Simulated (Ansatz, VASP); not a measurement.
## V in VASP and in Ansatz

```xyz
2
Lattice="0.0000 1.9520 1.9520 1.9520 0.0000 1.9520 1.9520 1.9520 0.0000" Properties=species:S:1:pos:R:3 pbc="T T T"
V    -0.4880   -0.4880   -0.4880
V     0.4880    0.4880    0.4880
```

Change from the starting cell: volume scaled by 0.45, PAW files.

Alike in both runs: task single point; functional LDA; k mesh 13 × 13 × 13; occupations fermi-dirac, width 0.05 eV; no spin polarisation.

```csv
,VASP,Ansatz
version,VASP 6.6.1,Ansatz 0.2.0
potentials or method,"VASP PAW LDA potentials, release 64 (V_sv)","PAW with Ansatz's default frozen-core files, scalar-relativistic"
plane-wave cutoff (eV),520,420
valence electrons in the cell,26,26
```

VASP gave:

```
pressure (GPa) : 467.1
```

**Question.** What did Ansatz give for the same quantities?

**Answer.** Pressure (GPa): 377.4.

LDA's correlation is that of Perdew and Zunger in VASP and of Perdew and Wang (1992) in Ansatz. The pressures are high and differ by over a tenth, so treat them with care.

Noted on VASP's run: the cell as given lies far from equilibrium.
